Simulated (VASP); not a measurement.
Write the native input for VASP 6.6.1 that does the following.

| Item | Value |
| --- | --- |
| Task | single point |
| Functional | PBE |
| Potentials or basis | VASP PAW PBE potentials, release 64 (P) |
| Cutoff | 520 eV |
| k mesh | 9 × 9 × 5 |
| Occupations | gaussian, width 0.1 eV |
| Spin | no spin polarisation |
| Dipole correction | no |
| Further INCAR settings | ALGO = Normal; EDIFF = 1e-07; NBANDS = 12 |

The structure of P lies in POSCAR:

```
P
1.0
    2.4246941115      0.0000000000      0.0000000000
    0.0000000000      2.4385351442      0.0000000000
   -0.0203144631      0.0000000000      4.8524328982
P
2
Direct
    0.9999999700      0.0000000000      0.2505746400
    0.0000000300      0.0000000000      0.7494253600
```

This isn't the form of P at room conditions, which is orthorhombic.

The input as run:

INCAR

```
SYSTEM = P
PREC = Accurate
ENCUT = 520
EDIFF = 1E-7
ISMEAR = 0
SIGMA = 0.1
LREAL = .FALSE.
LASPH = .TRUE.
NELM = 80
ALGO = Normal
ISIF = 2
LWAVE = .FALSE.
LCHARG = .FALSE.
GGA = PE
NBANDS = 12
```

KPOINTS

```
regular mesh
0
G
  9 9 5
  0 0 0
```

Potentials or basis: VASP PAW PBE potentials, release 64 (P).

Run with:

```console
$ cat potpaw_PBE.64/P/POTCAR > POTCAR
$ mpirun -np 1 vasp_std > vasp.out
```

Results of the run:

```json
{
 "Pressure": "2.1 GPa",
 "Band gap on the k mesh": "zero (bands 5 and 6 overlap by 8.68 eV)"
}
```

Wall time 11 s on 1 thread of Intel(R) Xeon(R) 6975P-C (Granite Rapids), with other jobs on the host, peak memory 0.14 GiB.
